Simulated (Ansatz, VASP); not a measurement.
**Zr2Si3 in VASP and in Ansatz**

File INCAR:

```
SYSTEM = Zr2Si3
  PREC = Accurate
  ENCUT = 600
  EDIFF = 1E-7
  ISMEAR = 0
  SIGMA = 0.1
  LREAL = .FALSE.
  LASPH = .TRUE.
  NELM = 100
  ALGO = Normal
  ISIF = 3
  LWAVE = .FALSE.
  LCHARG = .FALSE.
  GGA = PE
  IBRION = 2
  NSW = 90
  EDIFFG = -0.04
```

Contents of KPOINTS:

```
regular mesh
0
G
  4 4 4
  0 0 0
```

The input POSCAR:

```
Zr2Si3
1.0
    4.4926824800      0.0000000000      0.0000000000
    0.0000000000      4.4926824800      0.0000000000
    0.0000000000      0.0000000000      4.4926824800
Zr Si
2 3
Direct
    0.0000000000      0.0000000000      0.0000000000
    0.5000000000      0.5000000000      0.5000000000
    0.5000000000      0.0000000000      0.0000000000
    0.0000000000      0.5000000000      0.0000000000
    0.0000000000      0.0000000000      0.5000000000
```

Input for Ansatz:

```yaml
crystal:
  lattice:
    - [4.49268248, 0.0, 0.0]
    - [0.0, 4.49268248, 0.0]
    - [0.0, 0.0, 4.49268248]
  atoms:
    - { symbol: Zr, position: [0.0, 0.0, 0.0] }
    - { symbol: Zr, position: [0.5, 0.5, 0.5] }
    - { symbol: Si, position: [0.5, 0.0, 0.0] }
    - { symbol: Si, position: [0.0, 0.5, 0.0] }
    - { symbol: Si, position: [0.0, 0.0, 0.5] }
basis:
  ecutwfc: 420
kpoints:
  mp_grid: { grid: [4, 4, 4] }
hamiltonian:
  xc: pbe
scf:
  occupations: { method: gaussian, width: 0.1 }
  lower_state_search: "off"
output:
  forces: true
  stress: true
  eigenvalues: true
relax:
  adjacent_minimum: "off"
  f_tol: 0.04
  max_steps: 70
  cell: { stress_tol: 0.4 }
```

Alike in both runs: task relaxation of cell and atoms; functional PBE; k mesh 4 × 4 × 4; occupations gaussian, width 0.1 eV; no spin polarisation.

|  | VASP | Ansatz |
| --- | --- | --- |
| version | VASP 6.6.1 | Ansatz 0.2.0 |
| potentials or method | VASP PAW PBE potentials, release 64 (Zr_sv, Si), cutoff 600 eV | scalar-relativistic, plane waves, PAW |
| valence electrons in the cell | 36 | 36 |

VASP gave:

| Property | Result |
| --- | --- |
| gap on the k mesh at the Fermi level, each at its own relaxed structure (eV) | none |
| relaxed volume (Å³/atom) | 22.89 |
| relaxed length of the cell vector where the two differ most in proportion (Å) | 4.855 |

Q: Which values does Ansatz return?

A: gap on the k mesh at the Fermi level, each at its own relaxed structure (eV): none; relaxed volume (Å³/atom): 23.01; relaxed length of the cell vector where the two differ most in proportion (Å): 4.864.

A gap of «none» marks a metal or a gap that the smearing closes.

Noted on VASP's run: the volume moved by over 15 % at a fixed basis, so the end points are rough.
